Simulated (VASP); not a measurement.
# Ca in VASP: a series of runs

The runs below take Ca through single point, with LDA.

Everything below comes from runs of VASP 6.6.1. Logs are shortened: lines on timing, memory, paths and dates and some standing lists are left out, and cuts for length are marked.

## (1) The cell of the first run

The cell holds a slab with vacuum, 5 atoms: a = 3.775 Å, b = 3.775 Å, c = 25.678 Å, α = 90.00°, β = 90.00°, γ = 90.00°.

## (2) Single point, LDA

Input file INCAR:

```
PREC     = Accurate       # precision mode
ENCUT    = 520            # plane-wave cutoff, eV
EDIFF    = 1E-6           # SCF threshold, eV
ISMEAR   = 0              # smearing method
SIGMA    = 0.1            # smearing width, eV
LREAL    = False          # projectors in reciprocal space
LASPH    = True           # aspherical terms in the spheres
NELM     = 60             # most SCF steps
ALGO     = Fast           # electronic algorithm
ISIF     = 2              # what is computed and relaxed
LWAVE    = False          # write WAVECAR
LCHARG   = False          # write CHGCAR
LDIPOL   = True         
IDIPOL   = 3            
DIPOL    = 0.5 0.5 0.500
GGA      = CA             # functional
NBANDS   = 33             # bands
```

Input file KPOINTS:

```
Automatic mesh
0
Gamma
  9 9 1
```

Input file POSCAR:

```
Ca
1.0
    3.7750735677      0.0000000000      0.0000000000
    0.0000000000      3.7750735677      0.0000000000
    0.0000000000      0.0000000000     25.6775204768
Ca
5
Direct
    0.5000000000      0.5000000000      0.2920842769
    0.0000000000      0.0000000000      0.3960421384
    0.5000000000      0.5000000000      0.5000000000
    0.0000000000      0.0000000000      0.6039578616
    0.5000000000      0.5000000000      0.7079157231
```

Potentials or basis: VASP PAW LDA potentials, release 64 (Ca_sv).

Run with:

```sh
$ cat potpaw_LDA.64/Ca_sv/POTCAR > POTCAR
$ mpirun -np 1 vasp_std > vasp.out
```

OUTCAR:

```text
PREC = Accurate
   ENCUT = 520
   EDIFF = 1E-6
   ISMEAR = 0
   LREAL = False
   LASPH = True
   NELM = 60
   ISIF = 2
   GGA = CA

 ion  position               nearest neighbor table
   1  0.500  0.500  0.292-
   2  0.000  0.000  0.396-
   3  0.500  0.500  0.500-
   4  0.000  0.000  0.604-
   5  0.500  0.500  0.708-

  LATTYP: Found a simple tetragonal cell.
 ALAT       =     3.7750735677
 C/A-ratio  =     6.8018596237

  Lattice vectors:

 A1 = (   3.7750735677,   0.0000000000,   0.0000000000)
 A2 = (   0.0000000000,   3.7750735677,   0.0000000000)
 A3 = (   0.0000000000,   0.0000000000,  25.6775204768)

Analysis of symmetry for initial positions (statically):
=====================================================================
 Subroutine PRICEL returns:
 Original cell was already a primitive cell.

 Routine SETGRP: Setting up the symmetry group for a
 simple tetragonal supercell.

 Subroutine GETGRP returns: Found 16 space group operations
 (whereof 16 operations were pure point group operations)
 out of a pool of 16 trial point group operations.

The static configuration has the point symmetry D_4h.

Analysis of symmetry for dynamics (positions and initial velocities):
=====================================================================
 Subroutine PRICEL returns:
 Original cell was already a primitive cell.

 Routine SETGRP: Setting up the symmetry group for a
 simple tetragonal supercell.

 Subroutine GETGRP returns: Found 16 space group operations
 (whereof 16 operations were pure point group operations)
 out of a pool of 16 trial point group operations.

The dynamic configuration has the point symmetry D_4h.

 Subroutine INISYM returns: Found 16 space group operations
 (whereof 16 operations are pure point group operations),
 and found     1 'primitive' translations

----------------------------------------------------------------------------------------

                                     Primitive cell

  volume of cell :     365.9350

  direct lattice vectors                    reciprocal lattice vectors
     3.775073568  0.000000000  0.000000000     0.264895500  0.000000000  0.000000000
     0.000000000  3.775073568  0.000000000     0.000000000  0.264895500  0.000000000
     0.000000000  0.000000000 25.677520477     0.000000000  0.000000000  0.038944570

  length of vectors
     3.775073568  3.775073568 25.677520477     0.264895500  0.264895500  0.038944570

  position of ions in fractional coordinates (direct lattice)
     0.500000000  0.500000000  0.292084277
     0.000000000  0.000000000  0.396042138
     0.500000000  0.500000000  0.500000000
     0.000000000  0.000000000  0.603957862
     0.500000000  0.500000000  0.707915723

  ion indices of the primitive-cell ions
   primitive index   ion index
                 1           1
                 2           2
                 3           3
                 4           4
                 5           5

----------------------------------------------------------------------------------------

 KPOINTS: Automatic mesh

Automatic generation of k-mesh.
 Grid dimensions read from file:
 generate k-points for:    9    9    1

 Generating k-lattice:

  Cartesian coordinates                     Fractional coordinates (reciprocal lattice)
     0.029432833  0.000000000  0.000000000     0.111111111  0.000000000  0.000000000
     0.000000000  0.029432833  0.000000000     0.000000000  0.111111111  0.000000000
     0.000000000  0.000000000  0.038944570     0.000000000  0.000000000  1.000000000

  Length of vectors
     0.029432833  0.029432833  0.038944570

  Shift w.r.t. Gamma in fractional coordinates (k-lattice)
     0.000000000  0.000000000  0.000000000

 Subroutine IBZKPT returns following result:
 ===========================================

 Found     15 irreducible k-points:

 Following reciprocal coordinates:
            Coordinates               Weight
  0.000000  0.000000  0.000000      1.000000
  0.111111  0.000000  0.000000      4.000000
  0.222222  0.000000  0.000000      4.000000
  0.333333  0.000000  0.000000      4.000000
  0.444444  0.000000  0.000000      4.000000
  0.111111  0.111111  0.000000      4.000000
  0.222222  0.111111  0.000000      8.000000
  0.333333  0.111111  0.000000      8.000000
  0.444444  0.111111  0.000000      8.000000
  0.222222  0.222222  0.000000      4.000000
  0.333333  0.222222  0.000000      8.000000
  0.444444  0.222222  0.000000      8.000000
  0.333333  0.333333  0.000000      4.000000
  0.444444  0.333333  0.000000      8.000000
  0.444444  0.444444  0.000000      4.000000
   k-points           NKPTS =     15   k-points in BZ     NKDIM =     15   number of bands    NBANDS=     33
   number of dos      NEDOS =    301   number of ions     NIONS =      5
   total plane-waves  NPLWV = 150528
   dimension x,y,z NGX =    28 NGY =   28 NGZ =  192
   dimension x,y,z NGXF=    56 NGYF=   56 NGZF=  384
   ions per type =               5
   NGX,Y,Z   is equivalent  to a cutoff of  12.33, 12.33, 12.43 a.u.
   NGXF,Y,Z  is equivalent  to a cutoff of  24.66, 24.66, 24.86 a.u.
 SYSTEM =  unknown system
   PREC   = accura    normal or accurate (medium, high low for compatibility)
   ISTART =      0    job   : 0-new  1-cont  2-samecut
   ICHARG =      2    charge: 1-file 2-atom 10-const
   ISPIN  =      1    spin polarized calculation?
   LNONCOLLINEAR =      F non collinear calculations
   LSORBIT =      F    spin-orbit coupling
   LASPH  =      T    aspherical Exc in radial PAW
   ENCUT  =  520.0 eV  38.22 Ry    6.18 a.u.   7.02  7.02 47.74*2*pi/ulx,y,z
   NELM   =     60;   NELMIN=  2; NELMDL= -5     # of ELM steps
   EDIFF  = 0.1E-05   stopping-criterion for ELM
   LREAL  =      F    real-space projection
   EDIFFG = 0.1E-04   stopping-criterion for IOM
   NSW    =      0    number of steps for IOM
   IBRION =     -1    ionic relax: 0-MD 1-quasi-New 2-CG
   NFREE  =      0    steps in history (QN), initial steepest desc. (CG)
   ISIF   =      2    stress and relaxation
   ISYM   =      2    0-nonsym 1-usesym 2-fastsym
   POTIM  = 0.5000    time-step for ionic-motion
   TEBEG  =    0.0;   TEEND  =   0.0 temperature during run
   PSTRESS=    0.0 pullay stress
   NELECT =      50.0000    total number of electrons
   NUPDOWN=      -1.0000    fix difference up-down
   EMIN   =  10.00;   EMAX   =-10.00  energy-range for DOS
   EFERMI =   0.00;   METHOD = LEGACY
   ISMEAR =     0;   SIGMA  =   0.10  broadening in eV -4-tet -1-fermi 0-gaus
   EFERMI_NEDOS =   21; number of points for ismear=-14 and -15
   IALGO  =     68    algorithm
   IMIX   =      4    mixing-type and parameters
     AMIX     =   0.40;   BMIX     =  1.00
     AMIX_MAG =   1.60;   BMIX_MAG =  1.00
  volume/ion in A,a.u.               =      73.19       493.89
  Fermi-wavevector in a.u.,A,eV,Ry     =   0.843199  1.593415  9.673537  0.710985
  Thomas-Fermi vector in A             =   1.958028
   LORBIT       =      0    0 simple, 1 ext, 2 COOP (PROOUT), +10 PAW based schemes
   GGA     = CA    functional components
   LHFCALC =     F    Hartree Fock is set to
   AEXX    =    0.0000 exact exchange contribution
   IVDW    =     0    specifies the selected vdW correction
   LEPSILON=     F    determine dielectric tensor
   LRPA    =     F    only Hartree local field effects (RPA)
 non-spin polarized calculation
 RMM-DIIS sequential band-by-band and
 Gauss-broadening in eV      SIGMA  =   0.10
  energy-cutoff  :      520.00
  volume of cell :      365.93
 maximum number of plane-waves:      9889
   NGX = 15   NGY = 15   NGZ = 95

 number of electron      49.9999995 magnetization

 dipolmoment           0.000000      0.000000     -0.000000 electrons x Angstroem

 Free energy of the ion-electron system (eV)
  ---------------------------------------------------
  ext. energy  EPLUGINS =         0.00000000
  ---------------------------------------------------
  free energy    TOTEN  =       -10.06873533 eV

  energy without entropy =      -10.02791996  energy(sigma->0) =      -10.04832764

 E-fermi :  -0.0965     XC(G=0):  -5.0401

 val. band max:       -0.1004141131   @ k =   0.4444   0.4444   0.0000
 cond. band min:      -0.0849693980   @ k =   0.3333   0.1111   0.0000
 fundamental gap:      0.0154447151
 Fermi energy:        -0.0965375289

 k-point     1 :       0.0000    0.0000    0.0000
  band No.  band energies     occupation
      1     -42.0444      2.00000
      2     -42.0444      2.00000
      3     -41.4344      2.00000
      4     -41.3590      2.00000
      5     -41.3573      2.00000
      6     -23.3796      2.00000
[... 25 lines left out ...]
     32       1.5217      0.00000
     33       1.8467      0.00000

 k-point     2 :       0.1111    0.0000    0.0000
  band No.  band energies     occupation
      1     -42.0435      2.00000
      2     -42.0435      2.00000
      3     -41.4333      2.00000
      4     -41.3580      2.00000
      5     -41.3566      2.00000
      6     -23.3782      2.00000
[... 25 lines left out ...]
     32       1.4842      0.00000
     33       2.0623      0.00000

 k-point     3 :       0.2222    0.0000    0.0000
  band No.  band energies     occupation
      1     -42.0412      2.00000
      2     -42.0412      2.00000
      3     -41.4304      2.00000
      4     -41.3557      2.00000
      5     -41.3548      2.00000
      6     -23.3747      2.00000
[... 25 lines left out ...]
     32       1.3295      0.00000
     33       1.6999      0.00000

 k-point     4 :       0.3333    0.0000    0.0000
  band No.  band energies     occupation
      1     -42.0386      2.00000
      2     -42.0386      2.00000
      3     -41.4272      2.00000
      4     -41.3531      2.00000
      5     -41.3527      2.00000
      6     -23.3709      2.00000
[... 349 lines left out ...]
     32       0.7844      0.00000
     33       1.0069      0.00000

 k-point    14 :       0.4444    0.3333    0.0000
  band No.  band energies     occupation
      1     -42.0312      2.00000
      2     -42.0312      2.00000
      3     -41.4192      2.00000
      4     -41.3455      2.00000
      5     -41.3455      2.00000
      6     -23.3586      2.00000
[... 25 lines left out ...]
     32       0.9524      0.00000
     33       1.0779      0.00000

 k-point    15 :       0.4444    0.4444    0.0000
  band No.  band energies     occupation
      1     -42.0296      2.00000
      2     -42.0296      2.00000
      3     -41.4175      2.00000
      4     -41.3438      2.00000
      5     -41.3438      2.00000
      6     -23.3558      2.00000
[... 25 lines left out ...]
     32       0.9090      0.00000
     33       0.9356      0.00000

------------------------ aborting loop because EDIFF is reached ----------------------------------------

 vacuum level on the upper side and lower side of the slab       (xc-potential included)        -0.218        -0.218

  FORCE on cell =-STRESS in cart. coord.  units (eV):
  Direction    XX          YY          ZZ          XY          YZ          ZX
  --------------------------------------------------------------------------------------
  -------------------------------------------------------------------------------------
  Total       -0.8172017     -0.8172017     -0.4563552      0.0000000     -0.0000000      0.0000000
  in kB       -3.5779638     -3.5779638     -1.9980652      0.0000000     -0.0000000      0.0000000
  external PRESSURE =      -3.0513309 kB  Pullay stress =       0.0000000 kB

 VOLUME and BASIS-vectors are now :
 -----------------------------------------------------------------------------
  energy-cutoff  :      520.00
  volume of cell :      365.93
      direct lattice vectors                 reciprocal lattice vectors
     3.775073568  0.000000000  0.000000000     0.264895500  0.000000000  0.000000000
     0.000000000  3.775073568  0.000000000     0.000000000  0.264895500  0.000000000
     0.000000000  0.000000000 25.677520477     0.000000000  0.000000000  0.038944570

 POSITION                                       TOTAL-FORCE (eV/Angst)
 -----------------------------------------------------------------------------------
      1.88754      1.88754      7.50000         0.000000     -0.000000      0.073826
      0.00000      0.00000     10.16938        -0.000000      0.000000     -0.066868
      1.88754      1.88754     12.83876         0.000000     -0.000000      0.000000
      0.00000      0.00000     15.50814         0.000000      0.000000      0.066868
      1.88754      1.88754     18.17752         0.000000     -0.000000     -0.073826
 -----------------------------------------------------------------------------------
    total drift:                                0.000000      0.000000      0.000000

  FREE ENERGIE OF THE ION-ELECTRON SYSTEM (eV)
  ---------------------------------------------------
  free  energy   TOTEN  =       -10.0687353295 eV

  energy  without entropy=      -10.0279199596  energy(sigma->0) =      -10.04832764

 vacuum level on the upper side and lower side of the slab         2.538         2.538
```

Run time: 9.2 min. Hardware: 1 thread of Intel Xeon Platinum 8259CL at 2.50GHz (Skylake/Cascade Lake), shared host; peak memory 0.34 GiB.

Results:

```
Free energy            : -10.0687 eV
Largest force          : 0.074 eV/Å
Band gap on the k mesh : zero (bands 25 and 26 overlap by 0.05 eV)
```

Forces on the atoms (eV/Å):
```
Ca   0.000  0.000  0.074
Ca   0.000  0.000 -0.067
Ca   0.000  0.000  0.000
Ca   0.000  0.000  0.067
Ca   0.000  0.000 -0.074
```

Levels at points of the mesh, in eV from the Fermi level:
| k point | band 23 | band 24 | band 25 | band 26 | band 27 | band 28 |
| --- | --- | --- | --- | --- | --- | --- |
| (0.00, 0.00, 0.00) | -2.81 | -1.85 | -1.01 | 0.39 | 0.41 | 0.46 |

## (3) Single point, LDA

Input file INCAR:

```
SYSTEM = Ca
PREC = Accurate
ENCUT = 520
EDIFF = 1E-7
ISMEAR = 0
SIGMA = 0.1
LREAL = .False.
LASPH = .True.
NELM = 80
ALGO = Fast
ISIF = 2
LWAVE = .False.
LCHARG = .True.
LDIPOL = .True.
IDIPOL = 3
DIPOL = 0.5 0.5 0.500
GGA = CA
LELF = .True.
LVHAR = .True.
LVACPOTAV = .True.
NBANDS = 33
```

Input file KPOINTS:

```
regular mesh
0
Gamma
  9 9 1
  0 0 0
```

Input file POSCAR:

```
Ca
1.0
    3.7750735677      0.0000000000      0.0000000000
    0.0000000000      3.7750735677      0.0000000000
    0.0000000000      0.0000000000     25.6775204768
Ca
5
Direct
    0.5000000000      0.5000000000      0.2956166850
    0.0000000000      0.0000000000      0.3968697922
    0.5000000000      0.5000000000      0.4999999938
    0.0000000000      0.0000000000      0.6031302148
    0.5000000000      0.5000000000      0.7043833142
```

Potentials or basis: VASP PAW LDA potentials, release 64 (Ca_sv).

Run with:

```sh
$ cat potpaw_LDA.64/Ca_sv/POTCAR > POTCAR
$ mpirun -np 1 vasp_std > vasp.out
```

OUTCAR:

```text
SYSTEM = Ca
   PREC = Accurate
   ENCUT = 520
   EDIFF = 1E-7
   ISMEAR = 0
   LREAL = .False.
   LASPH = .True.
   NELM = 80
   ISIF = 2
   GGA = CA

 ion  position               nearest neighbor table
   1  0.500  0.500  0.296-
   2  0.000  0.000  0.397-
   3  0.500  0.500  0.500-
   4  0.000  0.000  0.603-
   5  0.500  0.500  0.704-

  LATTYP: Found a simple tetragonal cell.
 ALAT       =     3.7750735677
 C/A-ratio  =     6.8018596237

  Lattice vectors:

 A1 = (   3.7750735677,   0.0000000000,   0.0000000000)
 A2 = (   0.0000000000,   3.7750735677,   0.0000000000)
 A3 = (   0.0000000000,   0.0000000000,  25.6775204768)

Analysis of symmetry for initial positions (statically):
=====================================================================
 Subroutine PRICEL returns:
 Original cell was already a primitive cell.

 Routine SETGRP: Setting up the symmetry group for a
 simple tetragonal supercell.

[... 166 lines left out ...]

 E-fermi :  -0.0953     XC(G=0):  -5.0031

 val. band max:       -0.0969924754   @ k =   0.4444   0.4444   0.0000
 cond. band min:      -0.0817092308   @ k =   0.3333   0.2222   0.0000
 fundamental gap:      0.0152832447
 Fermi energy:        -0.0953446721

 k-point     1 :       0.0000    0.0000    0.0000
  band No.  band energies     occupation
      1     -42.0092      2.00000
      2     -42.0092      2.00000
      3     -41.4171      2.00000
      4     -41.3130      2.00000
      5     -41.3116      2.00000
      6     -23.3475      2.00000
[... 529 lines left out ...]
     32       0.9009      0.00000
     33       0.9256      0.00000

------------------------ aborting loop because EDIFF is reached ----------------------------------------

  FORCE on cell =-STRESS in cart. coord.  units (eV):
  Direction    XX          YY          ZZ          XY          YZ          ZX
  --------------------------------------------------------------------------------------
  -------------------------------------------------------------------------------------
  Total       -0.5321014     -0.5321014      0.0093912      0.0000000     -0.0000000      0.0000000
  in kB       -2.3297058     -2.3297058      0.0411175      0.0000000     -0.0000000      0.0000000
  external PRESSURE =      -1.5394314 kB  Pullay stress =       0.0000000 kB

 VOLUME and BASIS-vectors are now :
 -----------------------------------------------------------------------------
  energy-cutoff  :      520.00
  volume of cell :      365.93
      direct lattice vectors                 reciprocal lattice vectors
     3.775073568  0.000000000  0.000000000     0.264895500  0.000000000  0.000000000
     0.000000000  3.775073568  0.000000000     0.000000000  0.264895500  0.000000000
     0.000000000  0.000000000 25.677520477     0.000000000  0.000000000  0.038944570

 POSITION                                       TOTAL-FORCE (eV/Angst)
 -----------------------------------------------------------------------------------
      1.88754      1.88754      7.59070         0.000000      0.000000     -0.006771
      0.00000      0.00000     10.19063        -0.000000     -0.000000      0.004144
      1.88754      1.88754     12.83876        -0.000000      0.000000      0.000000
      0.00000      0.00000     15.48689        -0.000000     -0.000000     -0.004144
      1.88754      1.88754     18.08682        -0.000000     -0.000000      0.006771
 -----------------------------------------------------------------------------------
    total drift:                                0.000000      0.000000     -0.000000

  FREE ENERGIE OF THE ION-ELECTRON SYSTEM (eV)
  ---------------------------------------------------
  free  energy   TOTEN  =       -10.0734846976 eV

  energy  without entropy=      -10.0359396423  energy(sigma->0) =      -10.05471217

 vacuum level on the upper side and lower side of the slab         2.744         2.744
```

Wall time 10 min (1 thread of Intel Xeon Platinum 8259CL at 2.50GHz (Skylake/Cascade Lake), shared host); peak memory 0.34 GiB.

What came out:

```yaml
Free_energy: -10.0735 eV
Largest_force: 0.007 eV/Å
Band_gap_on_the_k_mesh: zero (bands 25 and 26 overlap by 0.03 eV)
```

Forces on the atoms (eV/Å):
```
Ca   0.000  0.000 -0.007
Ca   0.000  0.000  0.004
Ca   0.000  0.000  0.000
Ca   0.000  0.000 -0.004
Ca   0.000  0.000  0.007
```
